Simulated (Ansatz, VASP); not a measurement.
# One calculation of CdSe4, two programs

```xyz
5
Lattice="5.0386 0.0000 0.0000 0.0000 5.0386 0.0000 0.0000 0.0000 5.0386" Properties=species:S:1:pos:R:3 pbc="T T T"
Cd    0.0000    0.0000    0.0000
Se    2.5193    2.5193    2.5193
Se    0.0000    2.5193    2.5193
Se    2.5193    0.0000    2.5193
Se    2.5193    2.5193    0.0000
```

Change from the starting cell: species swapped into the Mn4N type (Pm-3m, No. 221).

Alike in both runs: task relaxation of cell and atoms; functional PBE; k mesh 3 × 3 × 3; occupations gaussian, width 0.2 eV; no spin polarisation.

|  | VASP | Ansatz |
| --- | --- | --- |
| version | VASP 6.6.1 | Ansatz 0.2.0 |
| potentials or method | VASP PAW PBE potentials, release 64 (Cd, Se), cutoff 500 eV | scalar-relativistic, plane waves, PAW |
| valence electrons in the cell | 36 | 84 |

|  | VASP | Ansatz | Ansatz less VASP |
| --- | --- | --- | --- |
| gap on the k mesh at the Fermi level, each at its own relaxed structure (eV) | none | none | - |
| relaxed volume (Å³/atom) | 26.11 | 25.98 | -0.133 |
| relaxed length of the cell vector where the two differ most in proportion (Å) | 5.073 | 5.064 | -0.0086 |

A gap of «none» marks a metal or a gap that the smearing closes. VASP's potentials hold 36 valence electrons a cell and Ansatz's 84, so a difference there can come from the potentials and not from the codes.

The k mesh is coarse, so the values compare programs but aren't converged.
